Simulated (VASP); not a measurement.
Si:

```
CELL_PARAMETERS angstrom
0.00000 2.73484 2.73484
2.73484 0.00000 2.73484
2.73484 2.73484 0.00000
ATOMIC_POSITIONS crystal
Si 0.75000 0.75000 0.75000
Si 0.50000 0.50000 0.50000
```

```yaml
Program: VASP 6.6.1
Task: relaxation of cell and atoms
Functional: PBEsol
Potentials_or_basis: VASP PAW PBE potentials, release 64 (Si)
Cutoff: 600 eV
k_mesh: 10 × 10 × 10
Occupations: gaussian, width 0.02 eV
Spin: no spin polarisation
```

At the start: pressure -1.7 GPa; volume 20.45 Å³/atom.

**Question.** Where does the relaxation end?

**Answer.** Over 3 steps the energy falls by 2.0 meV/atom and the volume is 20.08 Å³/atom (-1.8 %); space group Fd-3m (No. 227, to 0.05 Å).

The path:
```
step  energy change (eV)  largest force (eV/Å)  pressure (GPa)  volume (Å³)
   1              0.0000                0.0000           -1.68        40.91
   2             -0.0022                0.0000            1.21        39.65
   3             -0.0040                0.0000            0.00        40.15
```

Final structure:
```
CELL_PARAMETERS angstrom
0.00000 2.71787 2.71787
2.71787 0.00000 2.71787
2.71787 2.71787 0.00000
ATOMIC_POSITIONS crystal
Si 0.75000 0.75000 0.75000
Si 0.50000 0.50000 0.50000
```

Caveat: the PAW data sets were made with another functional, which shifts forces and pressure a little.
